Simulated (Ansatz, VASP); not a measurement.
**BaZr2O3 in VASP and in Ansatz**

INCAR

```
ALGO     = Normal         # electronic algorithm
EDIFF    = 1E-6           # SCF threshold, eV
EDIFFG   = -0.08          # ionic threshold
ENCUT    = 600            # plane-wave cutoff, eV
GGA      = PE             # functional
IBRION   = 2              # ionic algorithm
ISIF     = 3              # what is computed and relaxed
ISMEAR   = 0              # smearing method
LASPH    = T              # aspherical terms in the spheres
LCHARG   = F              # write CHGCAR
LREAL    = F              # projectors in reciprocal space
LWAVE    = F              # write WAVECAR
NELM     = 80             # most SCF steps
NSW      = 36             # ionic steps
PREC     = Accurate       # precision mode
SIGMA    = 0.15           # smearing width, eV
```

KPOINTS

```
k-points
0
Gamma
  4 4 4
```

The input POSCAR:

```
BaZr2O3
1.0
   -1.7700000000      2.5000000000      5.3000000000
    1.7700000000     -2.5000000000      5.3000000000
    1.7700000000      2.5000000000     -5.3000000000
Ba Zr O
1 2 3
Direct
    0.0000000000      0.0000000000      0.0000000000
    0.3400000000      0.3400000000      0.0000000000
    0.6600000000      0.6600000000      0.0000000000
    0.5000000000      0.0000000000      0.5000000000
    0.1670000000      0.6670000000      0.5000000000
    0.8330000000      0.3330000000      0.5000000000
```

Input for Ansatz:

```yaml
crystal:
  lattice:
    - [-1.77, 2.5, 5.3]
    - [1.77, -2.5, 5.3]
    - [1.77, 2.5, -5.3]
  atoms:
    - { symbol: Ba, position: [0.0, 0.0, 0.0] }
    - { symbol: Zr, position: [0.34, 0.34, 0.0] }
    - { symbol: Zr, position: [0.66, 0.66, 0.0] }
    - { symbol: O, position: [0.5, 0.0, 0.5] }
    - { symbol: O, position: [0.167, 0.667, 0.5] }
    - { symbol: O, position: [0.833, 0.333, 0.5] }
basis:
  ecutwfc: 420
kpoints:
  mp_grid: { grid: [4, 4, 4] }
hamiltonian:
  xc: pbe
scf:
  occupations: { method: gaussian, width: 0.15 }
  lower_state_search: "off"
output:
  forces: true
  stress: true
  eigenvalues: true
relax:
  adjacent_minimum: "off"
  f_tol: 0.08
  max_steps: 16
  cell: { stress_tol: 0.8 }
```

Alike in both runs: task relaxation of cell and atoms; functional PBE; k mesh 4 × 4 × 4; occupations gaussian, width 0.15 eV; no spin polarisation.

|  | VASP | Ansatz |
| --- | --- | --- |
| version | VASP 6.6.1 | Ansatz 0.2.0 |
| potentials or method | VASP PAW PBE potentials, release 64 (Ba_sv, Zr_sv, O), cutoff 600 eV | scalar-relativistic, plane waves, PAW |
| valence electrons in the cell | 52 | 52 |

|  | VASP | Ansatz | Ansatz less VASP |
| --- | --- | --- | --- |
| gap on the k mesh at the Fermi level, each at its own relaxed structure (eV) | none | none | - |
| relaxed volume (Å³/atom) | 14.88 | 14.65 | -0.231 |
| relaxed cell length with the largest relative difference (Å) | 5.936 | 5.900 | -0.0358 |

A gap of «none» marks a metal or a gap that the smearing closes.

The k mesh is coarse, so the values compare programs but aren't converged. Neither program's run includes spin-orbit coupling.
